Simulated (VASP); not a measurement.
Set up this calculation in VASP 6.6.1, as the native input.

```yaml
Task: single point
Functional: r2SCAN
Potentials_or_basis: VASP PAW PBE potentials, release 64 (Si)
Cutoff: 520 eV
k_mesh: 18 × 18 × 16
Occupations: gaussian, width 0.1 eV
Spin: no spin polarisation
Dipole_correction: no
Further_INCAR_settings: ALGO = Normal; EDIFF = 1e-06; NBANDS = 8
```

Si:

```
Si
1.0
     2.65741    0.00000    0.00000
    -1.32870    2.30138    0.00000
     0.00000    0.00000    2.51399
Si
1
Direct
  0.00000 0.00000 0.00000
```

This isn't the form of Si at room conditions, which is diamond.

One way to write it, as run:

POSCAR

```
Si
1.0
    2.6574065881      0.0000000000      0.0000000000
   -1.3287032940      2.3013816135      0.0000000000
    0.0000000000      0.0000000000      2.5139934016
Si
1
Direct
    0.0000000000      0.0000000000      0.0000000000
```

INCAR.step1

```
SYSTEM = Si
PREC = Accurate
ENCUT = 520
ISMEAR = 0
SIGMA = 0.1
LREAL = .FALSE.
LASPH = .TRUE.
NELM = 80
NBANDS = 8
GGA = PE
ALGO = Normal
EDIFF = 1E-4
LWAVE = .TRUE.
LCHARG = .FALSE.
```

INCAR.step2

```
SYSTEM = Si
PREC = Accurate
ENCUT = 520
EDIFF = 1E-6
ISMEAR = 0
SIGMA = 0.1
LREAL = .FALSE.
LASPH = .TRUE.
NELM = 80
ALGO = Normal
ISIF = 2
LWAVE = .FALSE.
LCHARG = .FALSE.
METAGGA = R2SCAN
LMIXTAU = .TRUE.
NBANDS = 8
ISTART = 1
```

KPOINTS

```
Automatic mesh
0
G
  18 18 16
  0 0 0
```

Potentials or basis: VASP PAW PBE potentials, release 64 (Si).

Run with:

```bash
$ cat potpaw_PBE.64/Si/POTCAR > POTCAR
$ cp INCAR.step1 INCAR
$ mpirun -np 1 vasp_std > vasp.out
$ cp INCAR.step2 INCAR
$ mpirun -np 1 vasp_std > vasp.out
```

It gave:

- Pressure: -3.1 GPa
- Band gap on the k mesh: zero (bands 2 and 3 overlap by 12.38 eV)

Caveat: the cell stands under tension; the PAW data sets were made with another functional, which shifts forces and pressure a little.

Wall time 71 s on 1 thread of AMD EPYC 9R45 96-Core Processor (Zen 5) (shared host), peak memory 0.11 GiB.
